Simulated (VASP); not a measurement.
**PbS (m.bgw): single point with PBE**

Crystal: PbS (m.bgw).

```
CELL_PARAMETERS angstrom
0.00000 3.00444 3.00444
3.00444 0.00000 3.00444
3.00444 3.00444 0.00000
ATOMIC_POSITIONS crystal
Pb 0.00000 0.00000 0.00000
S 0.50000 0.50000 0.50000
```

```yaml
Program: VASP 6.6.1
Task: single point
Functional: PBE
Potentials_or_basis: VASP PAW PBE potentials, release 64 (Pb_d, S)
Cutoff: 500 eV
k_mesh: 4 × 4 × 4
Occupations: gaussian, width 0.01 eV
Spin: no spin polarisation
```

| Property | Result |
| --- | --- |
| Pressure | 0.0 GPa |
| Band gap on the k mesh | 0.50 eV, direct |

Levels at points of the mesh, in eV from the valence-band top:
| k point | band 6 | band 7 | band 8 | band 9 | band 10 | band 11 | band 12 | band 13 | band 14 | band 15 |
| --- | --- | --- | --- | --- | --- | --- | --- | --- | --- | --- |
| (0.00, 0.00, 0.00) | -13.21 | -6.07 | -1.94 | -1.94 | -1.94 | 5.14 | 5.14 | 5.14 | 6.87 | 6.87 |
| (0.50, 0.00, 0.00) | -12.07 | -8.59 | -1.58 | -1.58 | 0.00 | 0.50 | 2.08 | 2.08 | 8.65 | 10.22 |
| (0.50, 0.50, 0.00) | -11.70 | -7.11 | -4.83 | -3.15 | -3.15 | 4.07 | 5.48 | 5.58 | 5.58 | 11.18 |

It took 11 s on 1 thread of Intel(R) Xeon(R) Platinum 8488C (Sapphire Rapids), on a shared host, peak memory 0.17 GiB.

Caveat: the k points lie up to 0.45 Å⁻¹ apart; spin-orbit coupling is left out, which moves the levels of the heavy elements. A k mesh can miss the band edges.
